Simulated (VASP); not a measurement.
# NiO (Pm-3m) in VASP: single point with PBEsol+U

Aim: the single point of NiO with PBEsol+U.

All numbers are computed with VASP 6.6.1; they aren't measurements. Logs are shortened: lines on timing, memory, paths and dates and some standing lists are left out, and cuts for length are marked.

**1. The cell of the first run**

The structure is cubic, space group Pm-3m (No. 221). Conventional cell: a = 2.505 Å, b = 2.505 Å, c = 2.505 Å, α = 90.00°, β = 90.00°, γ = 90.00°. Ni (site symmetry m-3m) has 8 O at 2.17 Å and 6 Ni at 2.50 Å within 2.9 Å. O (site symmetry m-3m) has 8 Ni at 2.17 Å and 6 O at 2.50 Å within 2.9 Å.

**2. Single point, PBEsol+U, collinear spin, ferromagnetic start**

INCAR reads:

```
PREC     = Accurate       # precision mode
ENCUT    = 520            # plane-wave cutoff, eV
EDIFF    = 1E-7           # SCF threshold, eV
ISMEAR   = 0              # smearing method
SIGMA    = 0.05           # smearing width, eV
LREAL    = F              # projectors in reciprocal space
LASPH    = T              # aspherical terms in the spheres
NELM     = 150            # most SCF steps
ALGO     = Normal         # electronic algorithm
ISIF     = 2              # what is computed and relaxed
LWAVE    = F              # write WAVECAR
LCHARG   = F              # write CHGCAR
ISPIN    = 2              # spin polarisation
MAGMOM   = 2 0            # initial moments
LORBIT   = 11             # projections on sites
LMAXMIX  = 4              # l up to which the mixer works
LDAU     = T              # DFT+U
LDAUTYPE = 2            
LDAUL    = 2 -1           # shell
LDAUU    = 1 0            # U, eV
LDAUJ    = 0 0          
LDAUPRINT= 1            
GGA      = PS             # functional
NBANDS   = 19             # bands
```

KPOINTS reads:

```
Automatic mesh
0
Gamma
  7 7 7
```

POSCAR reads:

```
NiO
1.0
    2.5046153800      0.0000000000      0.0000000000
    0.0000000000      2.5046153800      0.0000000000
    0.0000000000      0.0000000000      2.5046153800
Ni O
1 1
Direct
    0.0000000000      0.0000000000      0.0000000000
    0.5000000000      0.5000000000      0.5000000000
```

Potentials or basis: VASP PAW PBE potentials, release 64 (Ni, O).

Launch:

```console
$ cat potpaw_PBE.64/Ni/POTCAR potpaw_PBE.64/O/POTCAR > POTCAR
$ mpirun -np 1 vasp_std > vasp.out
```

OUTCAR:

```text
PREC = Accurate
   ENCUT = 520
   EDIFF = 1E-7
   ISMEAR = 0
   LREAL = F
   LASPH = T
   NELM = 150
   ISIF = 2
   ISPIN = 2
   LORBIT = 11
   GGA = PS

 ion  position               nearest neighbor table
   1  0.000  0.000  0.000-   2 2.17   2 2.17   2 2.17   2 2.17   2 2.17   2 2.17   2 2.17   2 2.17

   2  0.500  0.500  0.500-   1 2.17   1 2.17   1 2.17   1 2.17   1 2.17   1 2.17   1 2.17   1 2.17

  LATTYP: Found a simple cubic cell.
 ALAT       =     2.5046153800

  Lattice vectors:

 A1 = (   2.5046153800,   0.0000000000,   0.0000000000)
 A2 = (   0.0000000000,   2.5046153800,   0.0000000000)
 A3 = (   0.0000000000,   0.0000000000,   2.5046153800)

Analysis of symmetry for initial positions (statically):
=====================================================================
 Subroutine PRICEL returns:
 Original cell was already a primitive cell.

 Routine SETGRP: Setting up the symmetry group for a
 simple cubic supercell.

 Subroutine GETGRP returns: Found 48 space group operations
 (whereof 48 operations were pure point group operations)
 out of a pool of 48 trial point group operations.

The static configuration has the point symmetry O_h .

Analysis of symmetry for dynamics (positions and initial velocities):
=====================================================================
 Subroutine PRICEL returns:
 Original cell was already a primitive cell.

 Routine SETGRP: Setting up the symmetry group for a
 simple cubic supercell.

 Subroutine GETGRP returns: Found 48 space group operations
 (whereof 48 operations were pure point group operations)
 out of a pool of 48 trial point group operations.

The dynamic configuration has the point symmetry O_h .

Analysis of structural, dynamic, and magnetic symmetry:
=====================================================================
 Subroutine PRICEL returns:
 Original cell was already a primitive cell.

 Routine SETGRP: Setting up the symmetry group for a
 simple cubic supercell.

 Subroutine GETGRP returns: Found 48 space group operations
 (whereof 48 operations were pure point group operations)
[... 167 lines left out ...]
  o =  0.9425  v =  1.0000  0.0000  0.0000  0.0000  0.0000  0.0000  0.0000  0.0000  0.0000  0.0000      0.0000  0.0000  0.0000  0.0000  0.0000  0.0000  0.0000  0.0000  0.0000  0.0000
  o =  0.9425  v =  0.0000 -0.3539  0.0000 -0.9353 -0.0000  0.0000  0.0000  0.0000  0.0000  0.0000      0.0000  0.0000  0.0000  0.0000  0.0000  0.0000  0.0000  0.0000  0.0000  0.0000
  o =  0.9425  v =  0.0000 -0.9353 -0.0000  0.3539  0.0000  0.0000  0.0000  0.0000  0.0000  0.0000      0.0000  0.0000  0.0000  0.0000  0.0000  0.0000  0.0000  0.0000  0.0000  0.0000
  o =  0.9567  v =  0.0000  0.0000  0.9976  0.0000 -0.0688  0.0000  0.0000  0.0000  0.0000  0.0000      0.0000  0.0000  0.0000  0.0000  0.0000  0.0000  0.0000  0.0000  0.0000  0.0000
  o =  0.9567  v =  0.0000  0.0000  0.0688 -0.0000  0.9976  0.0000  0.0000  0.0000  0.0000  0.0000      0.0000  0.0000  0.0000  0.0000  0.0000  0.0000  0.0000  0.0000  0.0000  0.0000

 number of electron      15.9999993 magnetization       1.4355058

 Free energy of the ion-electron system (eV)
  ---------------------------------------------------
  ext. energy  EPLUGINS =         0.00000000
  ---------------------------------------------------
  free energy    TOTEN  =       -10.83728168 eV

  energy without entropy =      -10.83272040  energy(sigma->0) =      -10.83500104

 E-fermi :   9.4596     XC(G=0): -13.9594

 val. band max:        9.4586682061   @ k =   0.4286   0.1429   0.1429
 cond. band min:       9.4857692778   @ k =   0.4286   0.4286   0.1429
 fundamental gap:      0.0271010718
 Fermi energy:         9.4596007563

 spin component 1

 k-point     1 :       0.0000    0.0000    0.0000
  band No.  band energies     occupation
      1     -11.7488      1.00000
      2       5.2923      1.00000
      3       5.2923      1.00000
      4       6.4986      1.00000
      5       6.4986      1.00000
      6       6.4986      1.00000
[... 416 lines left out ...]
      5       8.1911      1.00000
      6       8.1911      1.00000
[... 11 lines left out ...]
     18      53.5982      0.00000
     19      53.5982      0.00000
 Fermi energy:         9.4596007563

 spin component 2

 k-point     1 :       0.0000    0.0000    0.0000
  band No.  band energies     occupation
      1     -11.2374      1.00000
      2       6.1397      1.00000
      3       6.1397      1.00000
      4       7.1432      1.00000
      5       7.1432      1.00000
      6       7.1432      1.00000
[... 417 lines left out ...]
      6       9.2558      1.00000
[... 11 lines left out ...]
     18      53.7132      0.00000
     19      53.7132      0.00000

------------------------ aborting loop because EDIFF is reached ----------------------------------------

  FORCE on cell =-STRESS in cart. coord.  units (eV):
  Direction    XX          YY          ZZ          XY          YZ          ZX
  --------------------------------------------------------------------------------------
  -------------------------------------------------------------------------------------
  Total        1.3620442      1.3620442      1.3620442      0.0000000      0.0000000     -0.0000000
  in kB      138.8924596    138.8924596    138.8924596      0.0000000      0.0000000     -0.0000000
  external PRESSURE =     138.8924596 kB  Pullay stress =       0.0000000 kB

 VOLUME and BASIS-vectors are now :
 -----------------------------------------------------------------------------
  energy-cutoff  :      520.00
  volume of cell :       15.71
      direct lattice vectors                 reciprocal lattice vectors
     2.504615380  0.000000000  0.000000000     0.399262900  0.000000000  0.000000000
     0.000000000  2.504615380  0.000000000     0.000000000  0.399262900  0.000000000
     0.000000000  0.000000000  2.504615380     0.000000000  0.000000000  0.399262900

 POSITION                                       TOTAL-FORCE (eV/Angst)
 -----------------------------------------------------------------------------------
      0.00000      0.00000      0.00000         0.000000      0.000000      0.000000
      1.25231      1.25231      1.25231         0.000000      0.000000      0.000000
 -----------------------------------------------------------------------------------
    total drift:                                0.000000      0.000000      0.000000

  FREE ENERGIE OF THE ION-ELECTRON SYSTEM (eV)
  ---------------------------------------------------
  free  energy   TOTEN  =       -10.8372816813 eV

  energy  without entropy=      -10.8327204015  energy(sigma->0) =      -10.83500104

 total charge

# of ion       s       p       d       tot
------------------------------------------
    1        0.349   0.453   8.386   9.188
    2        1.594   3.315   0.000   4.910
--------------------------------------------------
tot          1.944   3.768   8.386  14.098

 magnetization (x)

# of ion       s       p       d       tot
------------------------------------------
    1       -0.009  -0.004   1.068   1.055
    2        0.008   0.343   0.000   0.350
--------------------------------------------------
tot         -0.001   0.338   1.068   1.406
```

stdout:

```text
POSCAR found type information on POSCAR NiO
 POSCAR found :  2 types and       2 ions
 scaLAPACK will be used
 -----------------------------------------------------------------------------
|                                                                             |
|                                                                             |
|     You enforced a specific xc type in the INCAR file but a different       |
|     I HOPE YOU KNOW WHAT YOU ARE DOING!                                     |
|                                                                             |
 -----------------------------------------------------------------------------

 LDA part: xc-table for (Slater+PW92), standard interpolation
 POSCAR, INCAR and KPOINTS ok, starting setup
 FFT: planning ... GRIDC
 FFT: planning ... GRID_SOFT
 FFT: planning ... GRID
 WAVECAR not read
 entering main loop
```

Run time: 11 s. Hardware: 1 thread of Intel Xeon 6975P-C, shared host; peak memory 0.14 GiB.

What came out:

- Free energy: -10.8373 eV
- Pressure: 13.9 GPa
- Net moment: 1.44 μB per cell
- Site moments: Ni +1.05; O +0.35 μB
- Valence electrons inside the program's atomic spheres: Ni 9.19; O 4.91

Eigenvalues of the final occupation matrices:
```
    site  spin  trace               eigenvalues
site 1 d     1   4.74  0.94 0.94 0.94 0.96 0.96
site 1 d     2   3.67  0.66 0.66 0.66 0.85 0.85
```

Caveat: the PAW data sets were made with another functional, which shifts forces and pressure a little; a cell with one magnetic atom can't hold antiferromagnetic order, which such compounds often take.
